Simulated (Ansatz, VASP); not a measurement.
**CdS: VASP beside Ansatz**

```
CELL_PARAMETERS angstrom
4.16884 0.00000 0.00000
-2.08442 3.61032 0.00000
0.00000 0.00000 6.77962
ATOMIC_POSITIONS crystal
Cd 0.66667 0.33333 0.50022
Cd 0.33333 0.66667 0.00022
S 0.66667 0.33333 0.87678
S 0.33333 0.66667 0.37678
```

Alike in both runs: task relaxation of cell and atoms; functional r2SCAN; k mesh 6 × 6 × 4; occupations gaussian, width 0.02 eV; no spin polarisation.

```csv
,VASP,Ansatz
version,VASP 6.6.1,Ansatz 0.2.0
potentials or method,"VASP PAW PBE potentials, release 64 (Cd, S), cutoff 600 eV","scalar-relativistic, plane waves, PAW"
valence electrons in the cell,36,52
```

|  | VASP | Ansatz | Ansatz less VASP |
| --- | --- | --- | --- |
| gap on the k mesh at the Fermi level, each at its own relaxed structure (eV) | 1.62 | 1.63 | +0.011 |
| relaxed volume (Å³/atom) | 25.51 | 25.42 | -0.095 |
| relaxed length of the cell vector where the two differ most in proportion (Å) | 6.777 | 6.767 | -0.0091 |

VASP's potentials were made for PBE, not for r2SCAN. VASP's potentials hold 36 valence electrons a cell and Ansatz's 52, so a difference there can come from the potentials and not from the codes.
